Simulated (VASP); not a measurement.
# MoS2 (P-3m1) in VASP: further runs

MoS2 is run at these levels: LDA; tasks: single point.

Everything below comes from runs of VASP 6.6.1. Logs are shortened: lines on timing, memory, paths and dates and some standing lists are left out, and cuts for length are marked.

**1. The cell of the first run**

It takes space group P-3m1 (No. 164, trigonal). The conventional cell has a = 3.162 Å, b = 3.162 Å, c = 6.184 Å, α = 90.00°, β = 90.00°, γ = 120.00°. Within 3.1 Å of Mo (site symmetry -3m) lie 6 S at 2.37 Å. S (site symmetry 3m) has 3 Mo at 2.37 Å within 3.1 Å.

**2. Single point, LDA (volume scaled by 0.94)**

INCAR reads:

```
SYSTEM = MoS2
PREC     = Accurate       ! precision mode
ENCUT    = 520            ! plane-wave cutoff, eV
EDIFF    = 1E-7           ! SCF threshold, eV
ISMEAR   = -1             ! smearing method
SIGMA    = 0.05           ! smearing width, eV
LREAL    = .FALSE.        ! projectors in reciprocal space
LASPH    = .TRUE.         ! aspherical terms in the spheres
NELM     = 60             ! most SCF steps
ALGO     = Normal         ! electronic algorithm
ISIF     = 2              ! what is computed and relaxed
LWAVE    = .FALSE.        ! write WAVECAR
LCHARG   = .FALSE.        ! write CHGCAR
GGA      = CA             ! functional
NBANDS   = 20             ! bands
```

KPOINTS reads:

```
Automatic mesh
0
G
  9 9 4
  0 0 0
```

POSCAR reads:

```
MoS2
1.0
    3.1615794509      0.0000000000      0.0000000000
   -1.5807897255      2.7380081205      0.0000000000
    0.0000000000      0.0000000000      6.1836112739
Mo S
1 2
Direct
    0.0000000000      0.0000000000      0.5000000000
    0.6666666667      0.3333333333      0.7446806800
    0.3333333333      0.6666666667      0.2553193200
```

Potentials or basis: VASP PAW LDA potentials, release 64 (Mo_sv, S).

On the command line:

```console
> cat potpaw_LDA.64/Mo_sv/POTCAR potpaw_LDA.64/S/POTCAR > POTCAR
> mpirun -np 1 vasp_std > vasp.out
```

OUTCAR:

```text
SYSTEM = MoS2
   PREC = Accurate
   ENCUT = 520
   EDIFF = 1E-7
   ISMEAR = -1
   LREAL = .FALSE.
   LASPH = .TRUE.
   NELM = 60
   ISIF = 2
   GGA = CA

 ion  position               nearest neighbor table
   1  0.000  0.000  0.500-   2 2.37   3 2.37   3 2.37   2 2.37   2 2.37   3 2.37
   2  0.667  0.333  0.745-   1 2.37   1 2.37   1 2.37
   3  0.333  0.667  0.255-   1 2.37   1 2.37   1 2.37

  LATTYP: Found a hexagonal cell.
 ALAT       =     3.1615794509
 C/A-ratio  =     1.9558614199

  Lattice vectors:

 A1 = (   3.1615794509,   0.0000000000,   0.0000000000)
 A2 = (  -1.5807897255,   2.7380081205,   0.0000000000)
 A3 = (   0.0000000000,   0.0000000000,   6.1836112739)

Analysis of symmetry for initial positions (statically):
=====================================================================
 Subroutine PRICEL returns:
 Original cell was already a primitive cell.

 Routine SETGRP: Setting up the symmetry group for a
 hexagonal supercell.

 Subroutine GETGRP returns: Found 12 space group operations
 (whereof 12 operations were pure point group operations)
 out of a pool of 24 trial point group operations.

The static configuration has the point symmetry D_3d.

Analysis of symmetry for dynamics (positions and initial velocities):
=====================================================================
 Subroutine PRICEL returns:
 Original cell was already a primitive cell.

 Routine SETGRP: Setting up the symmetry group for a
 hexagonal supercell.

 Subroutine GETGRP returns: Found 12 space group operations
 (whereof 12 operations were pure point group operations)
 out of a pool of 24 trial point group operations.

The dynamic configuration has the point symmetry D_3d.

 Subroutine INISYM returns: Found 12 space group operations
 (whereof 12 operations are pure point group operations),
 and found     1 'primitive' translations

----------------------------------------------------------------------------------------

                                     Primitive cell

  volume of cell :      53.5280

  direct lattice vectors                    reciprocal lattice vectors
     3.161579451  0.000000000  0.000000000     0.316297602  0.182614506  0.000000000
    -1.580789726  2.738008120  0.000000000     0.000000000  0.365229012  0.000000000
     0.000000000  0.000000000  6.183611274     0.000000000  0.000000000  0.161717798

  length of vectors
     3.161579451  3.161579451  6.183611274     0.365229012  0.365229012  0.161717798

  position of ions in fractional coordinates (direct lattice)
     0.000000000  0.000000000  0.500000000
     0.666666667  0.333333333  0.744680680
     0.333333333  0.666666667  0.255319320

  ion indices of the primitive-cell ions
   primitive index   ion index
                 1           1
                 2           2
                 3           3

----------------------------------------------------------------------------------------

 KPOINTS: Automatic mesh

Automatic generation of k-mesh.
 Grid dimensions read from file:
 generate k-points for:    9    9    4

 Generating k-lattice:

  Cartesian coordinates                     Fractional coordinates (reciprocal lattice)
     0.035144178  0.020290501  0.000000000     0.111111111 -0.000000000  0.000000000
     0.000000000  0.040581001  0.000000000     0.000000000  0.111111111  0.000000000
     0.000000000  0.000000000  0.040429450     0.000000000  0.000000000  0.250000000

  Length of vectors
     0.040581001  0.040581001  0.040429450

  Shift w.r.t. Gamma in fractional coordinates (k-lattice)
     0.000000000  0.000000000  0.000000000

 Subroutine IBZKPT returns following result:
 ===========================================

 Found     43 irreducible k-points:

 Following reciprocal coordinates:
            Coordinates               Weight
  0.000000  0.000000  0.000000      1.000000
  0.111111  0.000000  0.000000      6.000000
  0.222222  0.000000  0.000000      6.000000
  0.333333  0.000000  0.000000      6.000000
  0.444444  0.000000  0.000000      6.000000
[... 47 lines left out ...]
      4     -28.0296      2.00000
      5      -7.6130      2.00000
      6      -5.9519      2.00000
[... 12 lines left out ...]
     19      14.1140      0.00000
     20      17.1350      0.00000

 k-point     2 :       0.1111    0.0000    0.0000
  band No.  band energies     occupation
      1     -53.8376      2.00000
      2     -28.1240      2.00000
      3     -28.0802      2.00000
      4     -28.0410      2.00000
      5      -7.4074      2.00000
      6      -5.9174      2.00000
[... 12 lines left out ...]
     19      14.7084      0.00000
     20      16.6482      0.00000

 k-point     3 :       0.2222    0.0000    0.0000
  band No.  band energies     occupation
      1     -53.8247      2.00000
      2     -28.2068      2.00000
      3     -28.0980      2.00000
      4     -28.0699      2.00000
      5      -6.8470      2.00000
      6      -5.8216      2.00000
[... 12 lines left out ...]
     19      15.5839      0.00000
     20      16.1586      0.00000

 k-point     4 :       0.3333    0.0000    0.0000
  band No.  band energies     occupation
      1     -53.8099      2.00000
      2     -28.3476      2.00000
      3     -28.1025      2.00000
      4     -28.0685      2.00000
      5      -6.1745      2.00000
      6      -5.6143      2.00000
[... 12 lines left out ...]
     19      14.6584      0.00000
     20      15.4607      0.00000

 k-point     5 :       0.4444    0.0000    0.0000
  band No.  band energies     occupation
      1     -53.8003      2.00000
      2     -28.4379      2.00000
      3     -28.1236      2.00000
      4     -28.0491      2.00000
      5      -5.9105      2.00000
      6      -5.1519      2.00000
[... 12 lines left out ...]
     19      14.5929      0.00000
     20      15.6371      0.00000
[... 353 lines left out ...]
      6      -5.1448      2.00000
[... 12 lines left out ...]
     19      14.0293      0.00000
     20      14.9229      0.00000

 k-point    22 :       0.1111    0.1111    0.2500
  band No.  band energies     occupation
      1     -53.8286      2.00000
      2     -28.1641      2.00000
      3     -28.1062      2.00000
      4     -28.0655      2.00000
      5      -6.9328      2.00000
      6      -5.9840      2.00000
[... 12 lines left out ...]
     19      16.0068      0.00000
     20      16.5259      0.00000

 k-point    23 :       0.2222    0.1111    0.2500
  band No.  band energies     occupation
      1     -53.8147      2.00000
      2     -28.2871      2.00000
      3     -28.1077      2.00000
      4     -28.0777      2.00000
      5      -6.3306      2.00000
      6      -5.7715      2.00000
[... 12 lines left out ...]
     19      15.3263      0.00000
     20      16.5315      0.00000

 k-point    24 :      -0.1111    0.3333    0.2500
  band No.  band energies     occupation
      1     -53.8147      2.00000
      2     -28.2871      2.00000
      3     -28.1077      2.00000
      4     -28.0777      2.00000
      5      -6.2626      2.00000
      6      -5.8581      2.00000
[... 12 lines left out ...]
     19      15.8535      0.00000
     20      16.1495      0.00000

 [... further k-points ...]
[... 5 lines left out ...]
  --------------------------------------------------------------------------------------
  -------------------------------------------------------------------------------------
  Total        0.4607709      0.4607709      1.9667981     -0.0000000      0.0000000      0.0000000
  in kB       13.7915976     13.7915976     58.8693655     -0.0000000      0.0000000      0.0000000
  external PRESSURE =      28.8175202 kB  Pullay stress =       0.0000000 kB

 VOLUME and BASIS-vectors are now :
 -----------------------------------------------------------------------------
  energy-cutoff  :      520.00
  volume of cell :       53.53
      direct lattice vectors                 reciprocal lattice vectors
     3.161579451  0.000000000  0.000000000     0.316297602  0.182614506  0.000000000
    -1.580789726  2.738008120  0.000000000     0.000000000  0.365229012  0.000000000
     0.000000000  0.000000000  6.183611274     0.000000000  0.000000000  0.161717798

 POSITION                                       TOTAL-FORCE (eV/Angst)
 -----------------------------------------------------------------------------------
      0.00000      0.00000      3.09181        -0.000000      0.000000      0.000000
      1.58079      0.91267      4.60482         0.000000      0.000000      0.915391
     -0.00000      1.82534      1.57880        -0.000000      0.000000     -0.915391
 -----------------------------------------------------------------------------------
    total drift:                                0.000000     -0.000000      0.000000

  FREE ENERGIE OF THE ION-ELECTRON SYSTEM (eV)
  ---------------------------------------------------
  free  energy   TOTEN  =       -23.5877104483 eV

  energy  without entropy=      -23.5797763447  energy(sigma->0) =      -23.58374340
```

Run time: 21 s. Hardware: 1 thread of Intel Xeon Platinum 8488C (Sapphire Rapids), shared host; peak memory 0.16 GiB.

What came out:

```
Free energy            : -23.5877 eV
Pressure               : 2.9 GPa
Largest force          : 0.915 eV/Å
Band gap on the k mesh : zero (band 13 reaches 8.21 eV, above the bottom of band 14 at 7.24 eV)
```

Forces on the atoms (eV/Å):
```
Mo   0.000  0.000  0.000
S    0.000  0.000  0.915
S    0.000  0.000 -0.915
```

Stress tensor (GPa, compression positive):
```
1.38 0.00 0.00
0.00 1.38 0.00
0.00 0.00 5.89
```

**3. Single point, LDA (volume scaled by 0.96)**

INCAR reads:

```
SYSTEM = MoS2
PREC     = Accurate       ! precision mode
ENCUT    = 520            ! plane-wave cutoff, eV
EDIFF    = 1E-6           ! SCF threshold, eV
ISMEAR   = -1             ! smearing method
SIGMA    = 0.05           ! smearing width, eV
LREAL    = .FALSE.        ! projectors in reciprocal space
LASPH    = .TRUE.         ! aspherical terms in the spheres
NELM     = 80             ! most SCF steps
ALGO     = Normal         ! electronic algorithm
ISIF     = 2              ! what is computed and relaxed
LWAVE    = .FALSE.        ! write WAVECAR
LCHARG   = .FALSE.        ! write CHGCAR
NBANDS   = 20             ! bands
```

KPOINTS reads:

```
regular mesh
0
G
  9 9 4
  0 0 0
```

POSCAR reads:

```
MoS2
1.0
    3.1838448285      0.0000000000      0.0000000000
   -1.5919224143      2.7572905031      0.0000000000
    0.0000000000      0.0000000000      6.2271592669
Mo S
1 2
Direct
    0.0000000000      0.0000000000      0.5000000000
    0.6666666667      0.3333333333      0.7446806800
    0.3333333333      0.6666666667      0.2553193200
```

Potentials or basis: VASP PAW LDA potentials, release 64 (Mo_sv, S).

On the command line:

```console
> cat potpaw_LDA.64/Mo_sv/POTCAR potpaw_LDA.64/S/POTCAR > POTCAR
> mpirun -np 1 vasp_std > vasp.out
```

Run time: 19 s. Hardware: 1 thread of Intel Xeon Platinum 8488C (Sapphire Rapids), shared host; peak memory 0.17 GiB.

Results (log left out):

```
Free energy            : -23.5970 eV
Pressure               : -0.4 GPa
Largest force          : 0.539 eV/Å
Band gap on the k mesh : zero (band 13 reaches 7.92 eV, above the bottom of band 14 at 6.95 eV)
```

Forces in eV/Å, atoms in the order of the input:
```
Mo   0.000  0.000  0.000
S    0.000  0.000  0.539
S    0.000  0.000 -0.539
```

Stress tensor (GPa, compression positive):
```
-1.73  0.00  0.00
 0.00 -1.73  0.00
 0.00  0.00  2.34
```

Levels at points of the mesh, in eV from the Fermi level:
| k point | band 9 | band 10 | band 11 | band 12 | band 13 | band 14 | band 15 | band 16 | band 17 | band 18 |
| --- | --- | --- | --- | --- | --- | --- | --- | --- | --- | --- |
| (0.00, 0.00, 0.00) | -4.21 | -1.84 | -1.19 | -1.02 | -1.02 | -0.25 | -0.25 | 3.38 | 3.38 | 6.05 |
| (0.00, 0.00, 0.50) | -4.20 | -3.77 | -1.03 | -1.03 | -0.32 | -0.32 | -0.02 | 3.56 | 3.56 | 5.94 |

**4. Single point, LDA (volume scaled by 0.98)**

INCAR reads:

```
SYSTEM = MoS2
  ALGO = Normal
  EDIFF = 1E-7
  ENCUT = 520
  GGA = CA
  ISIF = 2
  ISMEAR = -1
  LASPH = .TRUE.
  LCHARG = .TRUE.
  LELF = .TRUE.
  LREAL = .FALSE.
  LVHAR = .TRUE.
  LWAVE = .FALSE.
  NBANDS = 20
  NELM = 60
  PREC = Accurate
  SIGMA = 0.05
```

KPOINTS reads:

```
k-points
0
G
  9 9 4
  0 0 0
```

POSCAR reads:

```
MoS2
1.0
    3.2058030729      0.0000000000      0.0000000000
   -1.6029015365      2.7763069006      0.0000000000
    0.0000000000      0.0000000000      6.2701065500
Mo S
1 2
Direct
    0.0000000000      0.0000000000      0.5000000000
    0.6666666667      0.3333333333      0.7446806800
    0.3333333333      0.6666666667      0.2553193200
```

On the command line:

```console
> cat potpaw_LDA.64/Mo_sv/POTCAR potpaw_LDA.64/S/POTCAR > POTCAR
> mpirun -np 1 vasp_std > vasp.out
```

Wall time 23 s (1 thread of Intel Xeon Platinum 8488C (Sapphire Rapids), shared host); peak memory 0.17 GiB.

It converged, with:

| Item | Value |
| --- | --- |
| Free energy | -23.5844 eV |
| Pressure | -3.3 GPa |
| Largest force | 0.190 eV/Å |
| Band gap on the k mesh | zero (band 13 reaches 7.64 eV, above the bottom of band 14 at 6.66 eV) |

Forces in eV/Å, atoms in the order of the input:
```
Mo   0.000  0.000  0.000
S    0.000  0.000  0.190
S    0.000  0.000 -0.190
```

Stress tensor (GPa, compression positive):
```
-4.49  0.00  0.00
 0.00 -4.49  0.00
 0.00  0.00 -0.81
```

Levels at points of the mesh, in eV from the Fermi level:
```csv
k point,band 10,band 11,band 12,band 13,band 14,band 15,band 16,band 17
"(0.00, 0.00, 0.00)",-1.82,-1.14,-0.98,-0.98,-0.27,-0.27,3.30,3.30
"(0.00, 0.00, 0.50)",-3.69,-0.99,-0.99,-0.34,-0.34,-0.04,3.47,3.47
```

**5. Single point, LDA (volume scaled by 1.02)**

INCAR reads:

```
SYSTEM = MoS2
  PREC = Accurate
  ENCUT = 520
  EDIFF = 1E-6
  ISMEAR = -1
  SIGMA = 0.05
  LREAL = .False.
  LASPH = .True.
  NELM = 60
  ALGO = Normal
  ISIF = 2
  LWAVE = .False.
  LCHARG = .False.
  NBANDS = 20
```

KPOINTS reads:

```
regular mesh
0
Gamma
  9 9 4
  0 0 0
```

POSCAR reads:

```
MoS2
1.0
    3.2488391220      0.0000000000      0.0000000000
   -1.6244195610      2.8135772124      0.0000000000
    0.0000000000      0.0000000000      6.3542790981
Mo S
1 2
Direct
    0.0000000000      0.0000000000      0.5000000000
    0.6666666667      0.3333333333      0.7446806800
    0.3333333333      0.6666666667      0.2553193200
```

On the command line:

```console
> cat potpaw_LDA.64/Mo_sv/POTCAR potpaw_LDA.64/S/POTCAR > POTCAR
> mpirun -np 1 vasp_std > vasp.out
```

Wall time 23 s (1 thread of Intel Xeon Platinum 8488C (Sapphire Rapids), shared host); peak memory 0.17 GiB.

Results (log left out):

* Free energy: -23.5026 eV
* Pressure: -8.2 GPa
* Largest force: 0.431 eV/Å
* Band gap on the k mesh: zero (band 13 reaches 7.10 eV, above the bottom of band 14 at 6.13 eV)

Forces on the atoms (eV/Å):
```
Mo   0.000  0.000  0.000
S    0.000  0.000 -0.431
S    0.000  0.000  0.431
```

Stress tensor (GPa, compression positive):
```
-9.17  0.00  0.00
 0.00 -9.17  0.00
 0.00  0.00 -6.23
```

Levels at points of the mesh, in eV from the Fermi level:
```csv
k point,band 10,band 11,band 12,band 13,band 14,band 15,band 16,band 17
"(0.00, 0.00, 0.00)",-1.77,-1.04,-0.92,-0.92,-0.29,-0.29,3.13,3.13
"(0.00, 0.00, 0.50)",-3.53,-0.92,-0.92,-0.36,-0.36,-0.06,3.29,3.29
```

**6. Single point, LDA (volume scaled by 1.06)**

INCAR reads:

```
PREC     = Accurate       # precision mode
ENCUT    = 520            # plane-wave cutoff, eV
EDIFF    = 1E-6           # SCF threshold, eV
ISMEAR   = -1             # smearing method
SIGMA    = 0.05           # smearing width, eV
LREAL    = F              # projectors in reciprocal space
LASPH    = T              # aspherical terms in the spheres
NELM     = 80             # most SCF steps
ALGO     = Normal         # electronic algorithm
ISIF     = 2              # what is computed and relaxed
LWAVE    = F              # write WAVECAR
LCHARG   = F              # write CHGCAR
GGA      = CA             # functional
NBANDS   = 20             # bands
```

KPOINTS reads:

```
regular mesh
0
Gamma
  9 9 4
```

POSCAR reads:

```
MoS2
1.0
    3.2907642509      0.0000000000      0.0000000000
   -1.6453821255      2.8498854391      0.0000000000
    0.0000000000      0.0000000000      6.4362788402
Mo S
1 2
Direct
    0.0000000000      0.0000000000      0.5000000000
    0.6666666667      0.3333333333      0.7446806800
    0.3333333333      0.6666666667      0.2553193200
```

Potentials or basis: VASP PAW LDA potentials, release 64 (Mo_sv, S).

On the command line:

```console
> cat potpaw_LDA.64/Mo_sv/POTCAR potpaw_LDA.64/S/POTCAR > POTCAR
> mpirun -np 1 vasp_std > vasp.out
```

It took 35 s on 1 thread of Intel Xeon Platinum 8488C (Sapphire Rapids), shared host; peak memory 0.17 GiB.

The run converged. Its results:

```
Free energy            : -23.3584 eV
Pressure               : -12.1 GPa
Largest force          : 0.965 eV/Å
Band gap on the k mesh : zero (band 13 reaches 6.60 eV, above the bottom of band 14 at 5.64 eV)
```

Forces on the atoms (eV/Å):
```
Mo   0.000  0.000  0.000
S    0.000  0.000 -0.965
S    0.000  0.000  0.965
```

Stress tensor (GPa, compression positive):
```
-12.87   0.00   0.00
  0.00 -12.87   0.00
  0.00   0.00 -10.57
```

Levels at points of the mesh, in eV from the Fermi level:
| k point | band 9 | band 10 | band 11 | band 12 | band 13 | band 14 | band 15 | band 16 | band 17 | band 18 |
| --- | --- | --- | --- | --- | --- | --- | --- | --- | --- | --- |
| (0.00, 0.00, 0.00) | -3.76 | -1.72 | -0.96 | -0.85 | -0.85 | -0.32 | -0.32 | 2.98 | 2.98 | 5.52 |
| (0.00, 0.00, 0.50) | -3.75 | -3.38 | -0.86 | -0.86 | -0.38 | -0.38 | -0.09 | 3.12 | 3.12 | 6.05 |

**7. The runs side by side**

| cell | gap on the mesh (eV) | pressure (GPa) | largest force (eV/Å) |
| --- | --- | --- | --- |
| a = 3.162, b = 3.162, c = 6.184 Å, angles 90.0, 90.0, 120.0°, 3 atoms | none | 2.9 | 0.92 |
| a = 3.184, b = 3.184, c = 6.227 Å, angles 90.0, 90.0, 120.0°, 3 atoms | none | -0.4 | 0.54 |
| a = 3.206, b = 3.206, c = 6.270 Å, angles 90.0, 90.0, 120.0°, 3 atoms | none | -3.3 | 0.19 |
| a = 3.249, b = 3.249, c = 6.354 Å, angles 90.0, 90.0, 120.0°, 3 atoms | none | -8.2 | 0.43 |
| a = 3.291, b = 3.291, c = 6.436 Å, angles 90.0, 90.0, 120.0°, 3 atoms | none | -12.1 | 0.97 |

Alike in all rows: task single point; level LDA; potentials or basis VASP PAW LDA potentials, release 64 (Mo_sv, S); no spin polarisation; k mesh 9 × 9 × 4; cutoff (eV) 520; smearing fermi-dirac 0.05 eV.

Total energies depend on the potentials used, so only differences within one code and one set of settings carry meaning.
